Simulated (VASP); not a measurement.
# BeS (Fm-3m) in VASP: further runs

BeS is run at these levels: r2SCAN, HSE06; tasks: relaxation of cell and atoms, single point.

Everything below comes from runs of VASP 6.6.1. Logs are shortened: lines on timing, memory, paths and dates and some standing lists are left out, and cuts for length are marked.

## (1) The cell of the first run

It takes space group Fm-3m (No. 225, cubic). The conventional cell has a = 4.629 Å, b = 4.629 Å, c = 4.629 Å, α = 90.00°, β = 90.00°, γ = 90.00°. Within 3.1 Å of Be (site symmetry m-3m) lie 6 S at 2.31 Å. Within 3.1 Å of S (site symmetry m-3m) lie 6 Be at 2.31 Å.

## (2) Relaxation of cell and atoms, r2SCAN

File POSCAR:

```
BeS
1.0
    0.0000000000      2.3146113634      2.3146113634
    2.3146113634      0.0000000000      2.3146113634
    2.3146113634      2.3146113634      0.0000000000
Be S
1 1
Direct
    0.0000000000      0.0000000000      0.0000000000
    0.5000000000      0.5000000000      0.5000000000
```

File INCAR.step1:

```
PREC = Accurate
ENCUT = 600
ISMEAR = -1
SIGMA = 0.02
LREAL = False
LASPH = True
NELM = 100
GGA = PE
ALGO = Normal
EDIFF = 1E-4
LWAVE = True
LCHARG = False
```

File INCAR.step2:

```
PREC = Accurate
ENCUT = 600
EDIFF = 1E-6
ISMEAR = -1
SIGMA = 0.02
LREAL = False
LASPH = True
NELM = 100
ALGO = Normal
ISIF = 3
LWAVE = False
LCHARG = False
METAGGA = R2SCAN
LMIXTAU = True
IBRION = 2
NSW = 80
EDIFFG = -0.005
ISTART = 1
```

File KPOINTS:

```
regular mesh
0
Gamma
  8 8 8
```

Potentials or basis: VASP PAW PBE potentials, release 64 (Be, S).

Started as:

```sh
cat potpaw_PBE.64/Be/POTCAR potpaw_PBE.64/S/POTCAR > POTCAR
cp INCAR.step1 INCAR
mpirun -np 1 vasp_std > vasp.out
cp INCAR.step2 INCAR
mpirun -np 1 vasp_std > vasp.out
```

OUTCAR:

```text
PREC = Accurate
   ENCUT = 600
   EDIFF = 1E-6
   ISMEAR = -1
   LREAL = False
   LASPH = True
   NELM = 100
   ISIF = 3
   METAGGA = R2SCAN
   IBRION = 2
   NSW = 80
   EDIFFG = -0.005
   ISTART = 1

 ion  position               nearest neighbor table
   1  0.000  0.000  0.000-   2 2.31   2 2.31   2 2.31   2 2.31   2 2.31   2 2.31
   2  0.500  0.500  0.500-   1 2.31   1 2.31   1 2.31   1 2.31   1 2.31   1 2.31

  LATTYP: Found a face centered cubic cell.
 ALAT       =     4.6292227268

  Lattice vectors:

 A1 = (   0.0000000000,   2.3146113634,   2.3146113634)
 A2 = (   2.3146113634,   0.0000000000,   2.3146113634)
 A3 = (   2.3146113634,   2.3146113634,   0.0000000000)

Analysis of symmetry for initial positions (statically):
=====================================================================
 Subroutine PRICEL returns:
 Original cell was already a primitive cell.

 Routine SETGRP: Setting up the symmetry group for a
 face centered cubic supercell.

 Subroutine GETGRP returns: Found 48 space group operations
 (whereof 48 operations were pure point group operations)
 out of a pool of 48 trial point group operations.

The static configuration has the point symmetry O_h .

Analysis of symmetry for dynamics (positions and initial velocities):
=====================================================================
 Subroutine PRICEL returns:
 Original cell was already a primitive cell.

 Routine SETGRP: Setting up the symmetry group for a
 face centered cubic supercell.

 Subroutine GETGRP returns: Found 48 space group operations
 (whereof 48 operations were pure point group operations)
 out of a pool of 48 trial point group operations.

The dynamic configuration has the point symmetry O_h .

 Subroutine INISYM returns: Found 48 space group operations
 (whereof 48 operations are pure point group operations),
 and found     1 'primitive' translations

----------------------------------------------------------------------------------------

                                     Primitive cell

  volume of cell :      24.8007

  direct lattice vectors                    reciprocal lattice vectors
     0.000000000  2.314611363  2.314611363    -0.216018986  0.216018986  0.216018986
     2.314611363  0.000000000  2.314611363     0.216018986 -0.216018986  0.216018986
     2.314611363  2.314611363  0.000000000     0.216018986  0.216018986 -0.216018986

  length of vectors
     3.273354782  3.273354782  3.273354782     0.374155859  0.374155859  0.374155859

  position of ions in fractional coordinates (direct lattice)
     0.000000000  0.000000000  0.000000000
     0.500000000  0.500000000  0.500000000

  ion indices of the primitive-cell ions
   primitive index   ion index
                 1           1
                 2           2

----------------------------------------------------------------------------------------

 KPOINTS: regular mesh

Automatic generation of k-mesh.
 Grid dimensions read from file:
 generate k-points for:    8    8    8

 Generating k-lattice:

  Cartesian coordinates                     Fractional coordinates (reciprocal lattice)
    -0.027002373  0.027002373  0.027002373     0.125000000  0.000000000  0.000000000
     0.027002373 -0.027002373  0.027002373     0.000000000  0.125000000  0.000000000
     0.027002373  0.027002373 -0.027002373     0.000000000  0.000000000  0.125000000

  Length of vectors
     0.046769482  0.046769482  0.046769482

  Shift w.r.t. Gamma in fractional coordinates (k-lattice)
     0.000000000  0.000000000  0.000000000

 Subroutine IBZKPT returns following result:
 ===========================================

 Found     29 irreducible k-points:

 Following reciprocal coordinates:
            Coordinates               Weight
  0.000000  0.000000  0.000000      1.000000
  0.125000  0.000000  0.000000      8.000000
  0.250000  0.000000  0.000000      8.000000
  0.375000  0.000000  0.000000      8.000000
  0.500000  0.000000  0.000000      4.000000
  0.125000  0.125000  0.000000      6.000000
[... 16 lines left out ...]
  0.500000  0.250000  0.125000     48.000000
 -0.375000  0.250000  0.125000     24.000000
 [... further k-points ...]
   k-points           NKPTS =     29   k-points in BZ     NKDIM =     29   number of bands    NBANDS=      8
   number of dos      NEDOS =    301   number of ions     NIONS =      2
   total plane-waves  NPLWV =  21952
   dimension x,y,z NGX =    28 NGY =   28 NGZ =   28
   dimension x,y,z NGXF=    56 NGYF=   56 NGZF=   56
   ions per type =               1   1
   NGX,Y,Z   is equivalent  to a cutoff of  14.22, 14.22, 14.22 a.u.
   NGXF,Y,Z  is equivalent  to a cutoff of  28.44, 28.44, 28.44 a.u.
 SYSTEM =  unknown system
   PREC   = accura    normal or accurate (medium, high low for compatibility)
   ISTART =      1    job   : 0-new  1-cont  2-samecut
   ICHARG =      0    charge: 1-file 2-atom 10-const
   ISPIN  =      1    spin polarized calculation?
   LNONCOLLINEAR =      F non collinear calculations
   LSORBIT =      F    spin-orbit coupling
   LASPH  =      T    aspherical Exc in radial PAW
   ENCUT  =  600.0 eV  44.10 Ry    6.64 a.u.   6.54  6.54  6.54*2*pi/ulx,y,z
   NELM   =    100;   NELMIN=  2; NELMDL=  0     # of ELM steps
   EDIFF  = 0.1E-05   stopping-criterion for ELM
   LREAL  =      F    real-space projection
   EDIFFG = -.5E-02   stopping-criterion for IOM
   NSW    =     80    number of steps for IOM
   IBRION =      2    ionic relax: 0-MD 1-quasi-New 2-CG
   NFREE  =      1    steps in history (QN), initial steepest desc. (CG)
   ISIF   =      3    stress and relaxation
   ISYM   =      2    0-nonsym 1-usesym 2-fastsym
   POTIM  = 0.5000    time-step for ionic-motion
   TEBEG  =    0.0;   TEEND  =   0.0 temperature during run
   PSTRESS=    0.0 pullay stress
   NELECT =       8.0000    total number of electrons
   NUPDOWN=      -1.0000    fix difference up-down
   EMIN   =  10.00;   EMAX   =-10.00  energy-range for DOS
   EFERMI =   0.00;   METHOD = LEGACY
   ISMEAR =    -1;   SIGMA  =   0.02  broadening in eV -4-tet -1-fermi 0-gaus
   EFERMI_NEDOS =   21; number of points for ismear=-14 and -15
   IALGO  =     38    algorithm
   IMIX   =      4    mixing-type and parameters
     AMIX     =   0.40;   BMIX     =  1.00
     AMIX_MAG =   1.60;   BMIX_MAG =  1.00
  volume/ion in A,a.u.               =      12.40        83.68
  Fermi-wavevector in a.u.,A,eV,Ry     =   1.122751  2.121692 17.151091  1.260570
  Thomas-Fermi vector in A             =   2.259413
   LORBIT       =      0    0 simple, 1 ext, 2 COOP (PROOUT), +10 PAW based schemes
   METAGGA = R2SCAN    functional components
   LHFCALC =     F    Hartree Fock is set to
   AEXX    =    0.0000 exact exchange contribution
   IVDW    =     0    specifies the selected vdW correction
   LEPSILON=     F    determine dielectric tensor
   LRPA    =     F    only Hartree local field effects (RPA)
 conjugate gradient relaxation of ions
 non-spin polarized calculation
  energy-cutoff  :      600.00
  volume of cell :       24.80
 maximum number of plane-waves:       869
 NGX is ok and might be reduce to    28
   NGX = 13   NGY = 13   NGZ = 13

--------------------------------------- Ionic step        1  -------------------------------------------

 number of electron       7.9999999 magnetization

 Free energy of the ion-electron system (eV)
  ---------------------------------------------------
  ext. energy  EPLUGINS =         0.00000000
  ---------------------------------------------------
  free energy    TOTEN  =       -13.55115234 eV

  energy without entropy =      -13.55115234  energy(sigma->0) =      -13.55115234

------------------------ aborting loop because EDIFF is reached ----------------------------------------

  FORCE on cell =-STRESS in cart. coord.  units (eV):
  Direction    XX          YY          ZZ          XY          YZ          ZX
  --------------------------------------------------------------------------------------
  -------------------------------------------------------------------------------------
  Total        0.0649190      0.0649190      0.0649190     -0.0000000      0.0000000     -0.0000000
  in kB        4.1938983      4.1938983      4.1938983     -0.0000000      0.0000000     -0.0000000
  external PRESSURE =       4.1938983 kB  Pullay stress =       0.0000000 kB
[... 57 lines left out ...]
  energy  without entropy=      -13.5511635023  energy(sigma->0) =      -13.55116350

--------------------------------------- Ionic step        3  -------------------------------------------

 number of electron       7.9999999 magnetization

 Free energy of the ion-electron system (eV)
  ---------------------------------------------------
  ext. energy  EPLUGINS =         0.00000000
  ---------------------------------------------------
  free energy    TOTEN  =       -13.55119981 eV

  energy without entropy =      -13.55119981  energy(sigma->0) =      -13.55119981

 E-fermi :   6.8664     XC(G=0): -11.0964

 val. band max:        6.4504476290   @ k =  -0.1250   0.1250   0.0000
 cond. band min:       7.7997650658   @ k =   0.5000   0.5000   0.0000
 fundamental gap:      1.3493174369
 Fermi energy:         6.8664342590

 k-point     1 :       0.0000    0.0000    0.0000
  band No.  band energies     occupation
      1      -9.3020      2.00000
      2       6.1860      2.00000
      3       6.1860      2.00000
      4       6.1860      2.00000
      5      12.6748      0.00000
      6      15.8383      0.00000
      7      15.8383      0.00000
      8      15.8383      0.00000
[... 243 lines left out ...]
 k-point    24 :      -0.3750    0.2500    0.1250
  band No.  band energies     occupation
      1      -6.4527      2.00000
      2      -0.3660      2.00000
      3       2.9223      2.00000
      4       4.4186      2.00000
      5      11.2028      0.00000
      6      11.6956      0.00000
      7      15.1689      0.00000
      8      18.4941      0.00000

 [... further k-points ...]

------------------------ aborting loop because EDIFF is reached ----------------------------------------

  FORCE on cell =-STRESS in cart. coord.  units (eV):
  Direction    XX          YY          ZZ          XY          YZ          ZX
  --------------------------------------------------------------------------------------
  -------------------------------------------------------------------------------------
  Total        0.0096562      0.0096562      0.0096562      0.0000000     -0.0000000      0.0000000
  in kB        0.6224732      0.6224732      0.6224732      0.0000000     -0.0000000      0.0000000
  external PRESSURE =       0.6224732 kB  Pullay stress =       0.0000000 kB
[... 17 lines left out ...]
  FREE ENERGIE OF THE ION-ELECTRON SYSTEM (eV)
  ---------------------------------------------------
  free  energy   TOTEN  =       -13.5511998129 eV

  energy  without entropy=      -13.5511998129  energy(sigma->0) =      -13.55119981

 reached required accuracy - stopping structural energy minimisation
```

It took 47 s on 1 thread of AMD EPYC 9R45 (Zen 5), shared host; peak memory 0.13 GiB.

Results:

| Quantity | Value |
| --- | --- |
| Free energy | -13.5512 eV |
| Relaxed volume | 12.43 Å³/atom |
| Relaxed cell | a = 3.276 Å, b = 3.276 Å, c = 3.276 Å, α = 60.00°, β = 60.00°, γ = 60.00° |
| Space group after relaxing (to 0.1 Å) | Fm-3m (No. 225) |
| Energy gained by relaxing | 0.0 meV/atom |
| Ionic steps | 3 |
| Pressure after relaxing | 0.1 GPa |
| Band gap on the k mesh | 1.35 eV (least direct gap 4.60 eV) |

Final structure:
```yaml
crystal:
  lattice:
    - [0.00000, 2.31627, 2.31627]
    - [2.31627, 0.00000, 2.31627]
    - [2.31627, 2.31627, 0.00000]
  atoms:
    - { symbol: Be, position: [0.00000, 0.00000, 0.00000] }
    - { symbol: S, position: [0.50000, 0.50000, 0.50000] }
```

Caveat: the PAW data sets were made with another functional, which shifts forces and pressure a little. A k mesh can miss the band edges.

## (3) Single point, HSE06

This run uses another cell than the first one, of 12.25 Å³/atom.

File POSCAR:

```
BeS
1.0
    0.0000000000      2.3052142891      2.3052142891
    2.3052142891      0.0000000000      2.3052142891
    2.3052142891      2.3052142891      0.0000000000
Be S
1 1
Direct
    0.0000000000      0.0000000000      0.0000000000
    0.5000000000      0.5000000000      0.5000000000
```

File INCAR.step1:

```
SYSTEM = BeS
  PREC = Accurate
  ENCUT = 520
  EDIFF = 1E-5
  ISMEAR = -1
  SIGMA = 0.02
  LREAL = .FALSE.
  LASPH = .TRUE.
  NELM = 100
  ALGO = Normal
  ISIF = 2
  LWAVE = .TRUE.
  NBANDS = 11
  GGA = PE
```

File INCAR.step2:

```
SYSTEM = BeS
  PREC = Accurate
  ENCUT = 520
  EDIFF = 1E-6
  ISMEAR = -1
  SIGMA = 0.02
  LREAL = .FALSE.
  LASPH = .TRUE.
  NELM = 100
  ALGO = Normal
  ISIF = 2
  LWAVE = .FALSE.
  LCHARG = .TRUE.
  GGA = PE
  LHFCALC = .TRUE.
  HFSCREEN = 0.2079
  PRECFOCK = Normal
  LELF = .TRUE.
  LVHAR = .TRUE.
  NBANDS = 11
  ISTART = 1
```

File KPOINTS:

```
Automatic mesh
0
G
  6 6 6
  0 0 0
```

Potentials or basis: VASP PAW PBE potentials, release 64 (Be, S).

Started as:

```sh
cat potpaw_PBE.64/Be/POTCAR potpaw_PBE.64/S/POTCAR > POTCAR
cp INCAR.step1 INCAR
mpirun -np 1 vasp_std > vasp.out
cp INCAR.step2 INCAR
mpirun -np 1 vasp_std > vasp.out
```

Wall time 6.1 min (1 thread of AMD EPYC 9R45 (Zen 5), shared host); peak memory 0.22 GiB.

It converged, with:

* Free energy: -10.1706 eV
* Pressure: -0.2 GPa
* Band gap on the k mesh: 1.75 eV (least direct gap 5.28 eV)

Levels at points of the mesh, in eV from the valence-band top:
```
           k point  band 1  band 2  band 3  band 4  band 5  band 6  band 7  band 8
(0.00, 0.00, 0.00)  -16.78   -0.32   -0.32   -0.32    6.63    9.93    9.93    9.93
(0.50, 0.00, 0.00)  -14.24   -8.08   -0.56   -0.56    4.91    4.91    5.16   11.75
(0.50, 0.50, 0.00)  -13.06   -7.56   -3.53   -3.53    1.75    5.13   13.54   13.54
```

Caveat: the PAW data sets were made with another functional, which shifts forces and pressure a little.
